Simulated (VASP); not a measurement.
Crystal: AgBr.

```xyz
2
Lattice="0.0000 2.9217 2.9217 2.9217 0.0000 2.9217 2.9217 2.9217 0.0000" Properties=species:S:1:pos:R:3 pbc="T T T"
Ag    0.0000    0.0000    0.0000
Br    2.9217    2.9217    2.9217
```

| Property | Result |
| --- | --- |
| Program | VASP 6.6.1 |
| Task | relaxation of cell and atoms |
| Functional | LDA |
| Potentials or basis | VASP PAW LDA potentials, release 64 (Ag, Br) |
| Cutoff | 500 eV |
| k mesh | 8 × 8 × 8 |
| Occupations | gaussian, width 0.02 eV |
| Spin | no spin polarisation |

At the start: pressure -6.0 GPa; volume 24.94 Å³/atom.

Task: How do energy, volume and symmetry change on relaxing?

Result: Over 3 steps the energy falls by 67.6 meV/atom and the volume is 21.79 Å³/atom (-12.6 %); space group Fm-3m (No. 225, to 0.1 Å) before and after.

Step by step:
| step | energy change (eV) | largest force (eV/Å) | pressure (GPa) | volume (Å³) |
| --- | --- | --- | --- | --- |
| 1 | 0.0000 | 0.0000 | -5.96 | 49.88 |
| 2 | -0.1351 | 0.0000 | 0.15 | 43.48 |
| 3 | -0.1351 | 0.0000 | 0.00 | 43.58 |

Final structure:
```xyz
2
Lattice="0.0000 2.7931 2.7931 2.7931 0.0000 2.7931 2.7931 2.7931 0.0000" Properties=species:S:1:pos:R:3 pbc="T T T"
Ag    0.0000    0.0000    0.0000
Br    2.7931    2.7931    2.7931
```
